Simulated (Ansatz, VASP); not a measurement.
# Two plane-wave programs on Ge

```
Ge
1.0
     0.00000    2.85111    4.93669
     2.61207    0.00000    4.93669
     2.61207    2.85111    0.00000
Ge
4
Direct
  0.77632 0.77632 0.22368
  0.22368 0.22368 0.77632
  0.27274 0.72726 0.27274
  0.72726 0.27274 0.72726
```

Alike in both runs: task single point; functional PBEsol; k mesh 10 × 10 × 10; occupations gaussian, width 0.15 eV; no spin polarisation.

|  | VASP | Ansatz |
| --- | --- | --- |
| version | VASP 6.6.1 | Ansatz 0.2.0 |
| potentials or method | VASP PAW PBE potentials, release 64 (Ge_d), cutoff 520 eV | scalar-relativistic, plane waves, PAW |
| valence electrons in the cell | 56 | 56 |

|  | VASP | Ansatz | Ansatz less VASP |
| --- | --- | --- | --- |
| gap on the k mesh at the Fermi level (eV) | none | none | - |
| pressure (GPa) | 0.1 | 0.1 | -0.06 |
| traceless stress, the component that is largest in VASP (GPa) | 0.30 | 0.29 | -0.016 |
| rms of the force components (eV/Å) | 0.007 | 0.008 | +0.0005 |

VASP's potentials were made for PBE, not for PBEsol. Atom by atom the forces differ by 0.001 eV/Å (rms over components). A gap of «none» marks a metal or a gap that the smearing closes. With one functional, cell and mesh, what is left measures potentials, basis and numerics.
